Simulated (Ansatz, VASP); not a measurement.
# One calculation of SnSe, two programs

```
Sn Se
1.0
     0.00000    3.36398    3.36398
     3.22842    0.00000    3.36398
     3.22842    3.36398    0.00000
Sn Se
1 1
Direct
  0.00000 0.00000 0.00000
  0.25000 0.25000 0.25000
```

Change from the starting cell: uniaxial_x strain -4.0%.

Alike in both runs: task single point; functional r2SCAN; k mesh 6 × 6 × 6; occupations fermi-dirac, width 0.02 eV; no spin polarisation.

|  | VASP | Ansatz |
| --- | --- | --- |
| version | VASP 6.6.1 | Ansatz 0.2.0 |
| potentials or method | VASP PAW PBE potentials, release 64 (Sn_d, Se) | plane waves, PAW |
| plane-wave cutoff (eV) | 520 | 500 |
| valence electrons in the cell | 20 | 30 |

|  | VASP | Ansatz | Ansatz less VASP |
| --- | --- | --- | --- |
| pressure (GPa) | 1.3 | 1.3 | 0.00 |
| traceless stress, the component that is largest in VASP (GPa) | -0.24 | -0.24 | +0.002 |

VASP's potentials were made for PBE, not for r2SCAN. The functional is the same, so the differences come from potentials, cutoffs and numerics. VASP's potentials hold 20 valence electrons a cell and Ansatz's 30, so a difference there can come from the potentials and not from the codes.
